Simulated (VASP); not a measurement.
# Ni (Fm-3m) in VASP: notebook

Ni is run at these levels: PBE; tasks: single point.

Everything below comes from runs of VASP 6.6.1. Logs are shortened: lines on timing, memory, paths and dates and some standing lists are left out, and cuts for length are marked.

## 1. The cell of the first run

It takes space group Fm-3m (No. 225, cubic). The conventional cell has a = 3.587 Å, b = 3.587 Å, c = 3.587 Å, α = 90.00°, β = 90.00°, γ = 90.00°. Ni (site symmetry m-3m) has 12 Ni at 2.54 Å within 3.3 Å.

## 2. Single point, PBE, collinear spin, ferromagnetic start (11.54 Å³/atom)

Input file INCAR:

```
  ALGO = Fast
  EDIFF = 1E-7
  ENCUT = 520
  GGA = PE
  ISIF = 2
  ISMEAR = 0
  ISPIN = 2
  LASPH = True
  LCHARG = True
  LELF = True
  LMAXMIX = 4
  LORBIT = 11
  LREAL = False
  LVHAR = True
  LWAVE = False
  MAGMOM = 0.25
  NBANDS = 15
  NELM = 150
  NUPDOWN = 0.25
  PREC = Accurate
  SIGMA = 0.15
```

Input file KPOINTS:

```
k-points
0
Gamma
  24 24 24
```

Input file POSCAR:

```
Ni
1.0
    0.0000000000      1.7936504678      1.7936504678
    1.7936504678      0.0000000000      1.7936504678
    1.7936504678      1.7936504678      0.0000000000
Ni
1
Direct
    0.0000000000      0.0000000000      0.0000000000
```

Potentials or basis: VASP PAW PBE potentials, release 64 (Ni).

The run is started by

```sh
$ cat potpaw_PBE.64/Ni/POTCAR > POTCAR
$ mpirun -np 1 vasp_std > vasp.out
```

OUTCAR:

```text
EDIFF = 1E-7
   ENCUT = 520
   GGA = PE
   ISIF = 2
   ISMEAR = 0
   ISPIN = 2
   LASPH = True
   LORBIT = 11
   LREAL = False
   NELM = 150
   NUPDOWN = 0.25
   PREC = Accurate

 ion  position               nearest neighbor table
   1  0.000  0.000  0.000-

  LATTYP: Found a face centered cubic cell.
 ALAT       =     3.5873009356

  Lattice vectors:

 A1 = (   0.0000000000,   1.7936504678,   1.7936504678)
 A2 = (   1.7936504678,   0.0000000000,   1.7936504678)
 A3 = (   1.7936504678,   1.7936504678,   0.0000000000)

Analysis of symmetry for initial positions (statically):
=====================================================================
 Subroutine PRICEL returns:
 Original cell was already a primitive cell.

 Routine SETGRP: Setting up the symmetry group for a
 face centered cubic supercell.

 Subroutine GETGRP returns: Found 48 space group operations
 (whereof 48 operations were pure point group operations)
 out of a pool of 48 trial point group operations.

The static configuration has the point symmetry O_h .

Analysis of symmetry for dynamics (positions and initial velocities):
=====================================================================
 Subroutine PRICEL returns:
 Original cell was already a primitive cell.

 Routine SETGRP: Setting up the symmetry group for a
 face centered cubic supercell.

 Subroutine GETGRP returns: Found 48 space group operations
 (whereof 48 operations were pure point group operations)
 out of a pool of 48 trial point group operations.

The dynamic configuration has the point symmetry O_h .

Analysis of structural, dynamic, and magnetic symmetry:
=====================================================================
 Subroutine PRICEL returns:
 Original cell was already a primitive cell.

 Routine SETGRP: Setting up the symmetry group for a
 face centered cubic supercell.

 Subroutine GETGRP returns: Found 48 space group operations
 (whereof 48 operations were pure point group operations)
 out of a pool of 48 trial point group operations.

The overall configuration has the point symmetry O_h .

 Subroutine INISYM returns: Found 48 space group operations
 (whereof 48 operations are pure point group operations),
 and found     1 'primitive' translations

----------------------------------------------------------------------------------------

                                     Primitive cell

  volume of cell :      11.5410

  direct lattice vectors                    reciprocal lattice vectors
     0.000000000  1.793650468  1.793650468    -0.278761113  0.278761113  0.278761113
     1.793650468  0.000000000  1.793650468     0.278761113 -0.278761113  0.278761113
     1.793650468  1.793650468  0.000000000     0.278761113  0.278761113 -0.278761113

  length of vectors
     2.536604818  2.536604818  2.536604818     0.482828410  0.482828410  0.482828410

  position of ions in fractional coordinates (direct lattice)
     0.000000000  0.000000000  0.000000000

  ion indices of the primitive-cell ions
   primitive index   ion index
                 1           1

----------------------------------------------------------------------------------------

 KPOINTS: k-points

Automatic generation of k-mesh.
 Grid dimensions read from file:
 generate k-points for:   24   24   24

 Generating k-lattice:

  Cartesian coordinates                     Fractional coordinates (reciprocal lattice)
    -0.011615046  0.011615046  0.011615046     0.041666667  0.000000000  0.000000000
     0.011615046 -0.011615046  0.011615046     0.000000000  0.041666667  0.000000000
     0.011615046  0.011615046 -0.011615046     0.000000000  0.000000000  0.041666667

  Length of vectors
     0.020117850  0.020117850  0.020117850

  Shift w.r.t. Gamma in fractional coordinates (k-lattice)
     0.000000000  0.000000000  0.000000000

 Subroutine IBZKPT returns following result:
 ===========================================

 Found    413 irreducible k-points:

 Following reciprocal coordinates:
            Coordinates               Weight
  0.000000  0.000000  0.000000      1.000000
  0.041667  0.000000  0.000000      8.000000
  0.083333  0.000000  0.000000      8.000000
  0.125000  0.000000  0.000000      8.000000
  0.166667  0.000000  0.000000      8.000000
  0.208333  0.000000  0.000000      8.000000
[... 16 lines left out ...]
  0.416667  0.041667  0.000000     24.000000
  0.458333  0.041667  0.000000     24.000000
 [... further k-points ...]
   k-points           NKPTS =    413   k-points in BZ     NKDIM =    413   number of bands    NBANDS=     15
   number of dos      NEDOS =    301   number of ions     NIONS =      1
   total plane-waves  NPLWV =   8000
   dimension x,y,z NGX =    20 NGY =   20 NGZ =   20
   dimension x,y,z NGXF=    40 NGYF=   40 NGZF=   40
   ions per type =               1
   NGX,Y,Z   is equivalent  to a cutoff of  13.11, 13.11, 13.11 a.u.
   NGXF,Y,Z  is equivalent  to a cutoff of  26.22, 26.22, 26.22 a.u.
 SYSTEM =  unknown system
   PREC   = accura    normal or accurate (medium, high low for compatibility)
   ISTART =      0    job   : 0-new  1-cont  2-samecut
   ICHARG =      2    charge: 1-file 2-atom 10-const
   ISPIN  =      2    spin polarized calculation?
   LNONCOLLINEAR =      F non collinear calculations
   LSORBIT =      F    spin-orbit coupling
   LASPH  =      T    aspherical Exc in radial PAW
   ENCUT  =  520.0 eV  38.22 Ry    6.18 a.u.   4.72  4.72  4.72*2*pi/ulx,y,z
   NELM   =    150;   NELMIN=  2; NELMDL= -5     # of ELM steps
   EDIFF  = 0.1E-06   stopping-criterion for ELM
   LREAL  =      F    real-space projection
   EDIFFG = 0.1E-05   stopping-criterion for IOM
   NSW    =      0    number of steps for IOM
   IBRION =     -1    ionic relax: 0-MD 1-quasi-New 2-CG
   NFREE  =      0    steps in history (QN), initial steepest desc. (CG)
   ISIF   =      2    stress and relaxation
   ISYM   =      2    0-nonsym 1-usesym 2-fastsym
   POTIM  = 0.5000    time-step for ionic-motion
   TEBEG  =    0.0;   TEEND  =   0.0 temperature during run
   PSTRESS=    0.0 pullay stress
   NELECT =      10.0000    total number of electrons
   NUPDOWN=       0.2500    fix difference up-down
   EMIN   =  10.00;   EMAX   =-10.00  energy-range for DOS
   EFERMI =   0.00;   METHOD = LEGACY
   ISMEAR =     0;   SIGMA  =   0.15  broadening in eV -4-tet -1-fermi 0-gaus
   EFERMI_NEDOS =   21; number of points for ismear=-14 and -15
   IALGO  =     68    algorithm
   IMIX   =      4    mixing-type and parameters
     AMIX     =   0.40;   BMIX     =  1.00
     AMIX_MAG =   1.60;   BMIX_MAG =  1.00
  volume/ion in A,a.u.               =      11.54        77.88
  Fermi-wavevector in a.u.,A,eV,Ry     =   1.560727  2.949347 33.142018  2.435870
  Thomas-Fermi vector in A             =   2.663897
   LORBIT       =     11    0 simple, 1 ext, 2 COOP (PROOUT), +10 PAW based schemes
   GGA     = PE    functional components
   LHFCALC =     F    Hartree Fock is set to
   AEXX    =    0.0000 exact exchange contribution
   IVDW    =     0    specifies the selected vdW correction
   LEPSILON=     F    determine dielectric tensor
   LRPA    =     F    only Hartree local field effects (RPA)
 spin polarized calculation
 RMM-DIIS sequential band-by-band and
 Gauss-broadening in eV      SIGMA  =   0.15
  energy-cutoff  :      520.00
  volume of cell :       11.54
 maximum number of plane-waves:       331
   NGX =  9   NGY =  9   NGZ =  9

 number of electron      10.0000000 magnetization       0.2500000

 number of electron       9.9999993 magnetization       0.2500000

 Free energy of the ion-electron system (eV)
  ---------------------------------------------------
  ext. energy  EPLUGINS =         0.00000000
  ---------------------------------------------------
  free energy    TOTEN  =        -5.41971433 eV

  energy without entropy =       -5.38227974  energy(sigma->0) =       -5.40099704

 E-fermi :   8.4705     XC(G=0): -12.9087

 val. band max:        8.4703295993   @ k =   0.3750   0.1250   0.0000
 cond. band min:       8.2977221192   @ k =  -0.3333   0.4583   0.1250
 fundamental gap:     -0.1726074801
 Fermi energy:         8.2934101405

 spin component 1

 k-point     1 :       0.0000    0.0000    0.0000
  band No.  band energies     occupation
      1      -0.0432      1.00000
      2       6.5212      1.00000
      3       6.5212      1.00000
      4       6.5212      1.00000
      5       7.5682      1.00000
      6       7.5682      1.00000
      7      31.7450      0.00000
      8      35.1954      0.00000
      9      35.1954      0.00000
     10      35.1954      0.00000
     11      38.0001      0.00000
     12      38.0001      0.00000
     13      38.0001      0.00000
     14      41.0097      0.00000
[... 401 lines left out ...]
      2       6.5022      1.00000
      3       6.5575      1.00000
      4       7.5430      1.00000
      5       8.1886      0.83836
      6       8.5480      0.00819
      7      14.7191      0.00000
      8      30.0463      0.00000
      9      31.4095      0.00000
     10      32.0668      0.00000
     11      35.7870      0.00000
     12      36.2362      0.00000
     13      41.2345      0.00000
     14      50.7106      0.00000
     15      53.0156      0.00000

 [... further k-points ...]

 spin component 2

 k-point     1 :       0.0000    0.0000    0.0000
  band No.  band energies     occupation
      1      -0.0744      1.00000
      2       6.8378      1.00000
      3       6.8378      1.00000
      4       6.8378      1.00000
      5       7.7951      1.00000
      6       7.7951      1.00000
      7      31.6552      0.00000
      8      35.1736      0.00000
      9      35.1736      0.00000
     10      35.1736      0.00000
     11      38.0266      0.00000
     12      38.0266      0.00000
     13      38.0266      0.00000
     14      40.9401      0.00000
[... 401 lines left out ...]
      2       6.7461      1.00000
      3       6.8081      1.00000
      4       7.6558      1.00000
      5       8.4962      0.40416
      6       8.7482      0.00442
      7      14.8581      0.00000
      8      29.9752      0.00000
      9      31.4299      0.00000
     10      32.0904      0.00000
     11      35.7775      0.00000
     12      36.2353      0.00000
     13      41.2635      0.00000
     14      50.7264      0.00000
     15      53.0242      0.00000

 [... further k-points ...]

------------------------ aborting loop because EDIFF is reached ----------------------------------------

  FORCE on cell =-STRESS in cart. coord.  units (eV):
  Direction    XX          YY          ZZ          XY          YZ          ZX
  --------------------------------------------------------------------------------------
  -------------------------------------------------------------------------------------
  Total       -0.7621566     -0.7621566     -0.7621566     -0.0000000     -0.0000000     -0.0000000
  in kB     -105.8062580   -105.8062580   -105.8062580     -0.0000000     -0.0000000     -0.0000000
  external PRESSURE =    -105.8062580 kB  Pullay stress =       0.0000000 kB

 VOLUME and BASIS-vectors are now :
 -----------------------------------------------------------------------------
  energy-cutoff  :      520.00
  volume of cell :       11.54
      direct lattice vectors                 reciprocal lattice vectors
     0.000000000  1.793650468  1.793650468    -0.278761113  0.278761113  0.278761113
     1.793650468  0.000000000  1.793650468     0.278761113 -0.278761113  0.278761113
     1.793650468  1.793650468  0.000000000     0.278761113  0.278761113 -0.278761113

 POSITION                                       TOTAL-FORCE (eV/Angst)
 -----------------------------------------------------------------------------------
      0.00000      0.00000      0.00000         0.000000      0.000000      0.000000
 -----------------------------------------------------------------------------------
    total drift:                                0.000000      0.000000      0.000000

  FREE ENERGIE OF THE ION-ELECTRON SYSTEM (eV)
  ---------------------------------------------------
  free  energy   TOTEN  =        -5.4197143285 eV

  energy  without entropy=       -5.3822797439  energy(sigma->0) =       -5.40099704

 total charge

# of ion       s       p       d       tot
------------------------------------------
    1        0.470   0.443   8.302   9.214

 magnetization (x)

# of ion       s       p       d       tot
------------------------------------------
    1       -0.005  -0.014   0.278   0.260
```

Run time: 77 s. Hardware: 1 thread of Intel Xeon 6975P-C (Granite Rapids), shared host; peak memory 0.21 GiB.

What came out:

- Free energy: -5.4197 eV
- Pressure: -10.6 GPa
- Net moment: 0.25 μB per cell
- Site moments: Ni +0.26 μB
- Valence electrons inside the program's atomic spheres: Ni 9.21

Caveat: the cell stands under tension; the total moment is fixed, so each spin has its own Fermi level.

## 3. Single point, PBE, collinear spin, ferromagnetic start (12.85 Å³/atom)

This run uses another cell than the first one, of 12.85 Å³/atom.

Input file INCAR:

```
SYSTEM = Ni
PREC = Accurate ; ENCUT = 520
EDIFF = 1E-6 ; ISMEAR = 0
SIGMA = 0.15 ; LREAL = .False.
LASPH = .True. ; NELM = 150
ALGO = Fast ; ISIF = 2
LWAVE = .False. ; LCHARG = .False.
ISPIN = 2 ; MAGMOM = 1
LORBIT = 11 ; NUPDOWN = 1.0
LMAXMIX = 4 ; GGA = PE
NBANDS = 15
```

Input file KPOINTS:

```
regular mesh
0
Gamma
  24 24 24
  0 0 0
```

Input file POSCAR:

```
Ni
1.0
    0.0000000000      1.8589052023      1.8589052023
    1.8589052023      0.0000000000      1.8589052023
    1.8589052023      1.8589052023      0.0000000000
Ni
1
Direct
    0.0000000000      0.0000000000      0.0000000000
```

Potentials or basis: VASP PAW PBE potentials, release 64 (Ni).

The run is started by

```sh
$ cat potpaw_PBE.64/Ni/POTCAR > POTCAR
$ mpirun -np 1 vasp_std > vasp.out
```

Run time: 70 s. Hardware: 1 thread of Intel Xeon 6975P-C (Granite Rapids), shared host; peak memory 0.22 GiB.

It converged, with:

```yaml
Free_energy: -5.2595 eV
Pressure: -19.8 GPa
Net_moment: 1.00 μB per cell
Site_moments: Ni +1.00 μB
Valence_electrons_inside_the_program's_atomic_spheres: Ni 9.05
```

Caveat: the cell stands under tension; the total moment is fixed, so each spin has its own Fermi level.

## 4. Single point, PBE, collinear spin (12.85 Å³/atom)

This run uses another cell than the first one, of 12.85 Å³/atom.

Input file INCAR:

```
ALGO = Normal
EDIFF = 1E-7
ENCUT = 520
GGA = PE
ISIF = 2
ISMEAR = 0
ISPIN = 2
LASPH = True
LCHARG = False
LMAXMIX = 4
LORBIT = 11
LREAL = False
LWAVE = False
MAGMOM = 0.125
NBANDS = 15
NELM = 150
NUPDOWN = 0.125
PREC = Accurate
SIGMA = 0.15
```

Input file KPOINTS:

```
k-points
0
Gamma
  24 24 24
```

POSCAR is that of step 3.

The run is started by

```sh
$ cat potpaw_PBE.64/Ni/POTCAR > POTCAR
$ mpirun -np 1 vasp_std > vasp.out
```

Run time: 62 s. Hardware: 1 thread of Intel Xeon 6975P-C (Granite Rapids), shared host; peak memory 0.22 GiB.

The run converged. Its results:

* Free energy: -5.2714 eV
* Pressure: -22.2 GPa
* Net moment: 0.12 μB per cell
* Site moments: Ni +0.13 μB
* Valence electrons inside the program's atomic spheres: Ni 9.07

Caveat: the cell stands under tension; the total moment is fixed, so each spin has its own Fermi level.

## 5. Single point, PBE, collinear spin, ferromagnetic start (12.85 Å³/atom)

This run uses another cell than the first one, of 12.85 Å³/atom.

Input file INCAR:

```
PREC = Accurate ; ENCUT = 520
EDIFF = 1E-7 ; ISMEAR = 0
SIGMA = 0.15 ; LREAL = False
LASPH = True ; NELM = 150
ALGO = Normal ; ISIF = 2
LWAVE = False ; LCHARG = False
ISPIN = 2 ; MAGMOM = 0.625
LORBIT = 11 ; NUPDOWN = 0.625
LMAXMIX = 4 ; GGA = PE
NBANDS = 15
```

Input file KPOINTS:

```
Automatic mesh
0
Gamma
  24 24 24
```

POSCAR is that of step 4.

The run is started by

```sh
$ cat potpaw_PBE.64/Ni/POTCAR > POTCAR
$ mpirun -np 1 vasp_std > vasp.out
```

Wall time 62 s (1 thread of Intel Xeon 6975P-C (Granite Rapids), shared host); peak memory 0.22 GiB.

The run converged. Its results:

```
Free energy                                           : -5.3249 eV
Pressure                                              : -21.6 GPa
Net moment                                            : 0.63 μB per cell
Site moments                                          : Ni +0.65 μB
Valence electrons inside the program's atomic spheres : Ni 9.06
```

Caveat: the cell stands under tension; the total moment is fixed, so each spin has its own Fermi level.

## 6. The runs side by side

```tsv
spin	fixed moment (μB)	cell	pressure (GPa)	moment (μB)
collinear, ferromagnetic start	0.25	a = 2.537 Å, angles 60.0°, 1 atom	-10.6	0.25
collinear, ferromagnetic start	1.0	a = 2.629 Å, angles 60.0°, 1 atom	-19.8	1.00
collinear	0.125	a = 2.629 Å, angles 60.0°, 1 atom	-22.2	0.12
collinear, ferromagnetic start	0.625	a = 2.629 Å, angles 60.0°, 1 atom	-21.6	0.63
```

Alike in all rows: task single point; level PBE; potentials or basis VASP PAW PBE potentials, release 64 (Ni); k mesh 24 × 24 × 24; cutoff (eV) 520; smearing gaussian 0.15 eV.

Caveats: the cell stands under tension; the total moment is fixed, so each spin has its own Fermi level.

Absolute energies hang on the potentials; compare differences alone.
